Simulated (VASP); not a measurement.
**Si: single point with PBE**

Si:

```
Si
1.0
     0.00000    2.92410    2.62175
     2.92410    0.00000    2.62175
     2.92410    2.92410    0.00000
Si
2
Direct
  0.50000 0.50000 0.50000
  0.75000 0.75000 0.75000
```

This cell differs from its parent crystal: volume 22.417 Å^3 an atom, c/a of the conventional cell 0.8966.

- Program: VASP 6.6.1
- Task: single point
- Functional: PBE
- Potentials or basis: VASP PAW PBE potentials, release 64 (Si)
- Cutoff: 520 eV
- k mesh: 10 × 10 × 10
- Occupations: gaussian, width 0.05 eV
- Spin: no spin polarisation
- Dipole correction: no
- Further INCAR settings: ALGO = Normal; EDIFF = 1e-06; NBANDS = 11

* Pressure: -6.9 GPa
* Band gap on the k mesh: zero (band 4 reaches 5.19 eV, above the bottom of band 5 at 4.91 eV)

Stress tensor (GPa, compression positive):
```
-9.72  0.00  0.00
 0.00 -9.72  0.00
 0.00  0.00 -1.26
```

Levels at points of the mesh, in eV from the Fermi level:
```csv
k point,band 2,band 3,band 4,band 5,band 6,band 7
"(0.00, 0.00, 0.00)",-0.38,-0.38,0.27,1.83,2.10,2.54
"(0.50, 0.00, 0.00)",-6.64,-1.68,-0.85,0.73,2.86,3.82
"(0.50, 0.50, 0.00)",-7.28,-3.19,-3.19,0.24,0.24,8.91
"(0.50, 0.00, 0.50)",-7.81,-2.45,-2.45,1.03,1.03,8.28
```

It took 20 s on 1 thread of AMD EPYC 9R45 96-Core Processor (Zen 5), with other jobs on the host, peak memory 0.16 GiB.
